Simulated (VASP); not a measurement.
Write the native input for VASP 6.6.1 that does the following.

```yaml
Task: single point
Functional: LDA
Potentials_or_basis: VASP PAW LDA potentials, release 64 (Zn, Se)
Cutoff: 500 eV
k_mesh: 8 × 8 × 8
Occupations: gaussian, width 0.02 eV
Spin: no spin polarisation
Dipole_correction: no
Further_INCAR_settings: ALGO = Normal; EDIFF = 1e-06; NBANDS = 16
```

The structure of ZnSe (lda.b) lies in POSCAR:

```
ZnSe
1.0
    0.0000000000      2.7837680078      2.7837680078
    2.7837680078      0.0000000000      2.7837680078
    2.7837680078      2.7837680078      0.0000000000
Zn Se
1 1
Direct
    0.0000000000      0.0000000000      0.0000000000
    0.2500000000      0.2500000000      0.2500000000
```

One way to write it, as run:

INCAR

```
ALGO = Normal
EDIFF = 1E-6
ENCUT = 500
GGA = CA
GGA_COMPAT = F
ISIF = 2
ISMEAR = 0
LASPH = T
LCHARG = F
LREAL = F
LWAVE = F
NBANDS = 16
NELM = 120
PREC = Accurate
SIGMA = 0.02
```

KPOINTS

```
k-points
0
Gamma
  8 8 8
```

Potentials or basis: VASP PAW LDA potentials, release 64 (Zn, Se).

Launch:

```console
$ cat potpaw_LDA.64/Zn/POTCAR potpaw_LDA.64/Se/POTCAR > POTCAR
$ mpirun -np 1 vasp_std > vasp.out
```

It gave:

The pressure is 0.4 GPa. The band gap on the k mesh is 1.29 eV, direct.

It took 20 s on 1 thread of Intel(R) Xeon(R) Platinum 8488C (Sapphire Rapids), with other jobs on the host, peak memory 0.15 GiB.
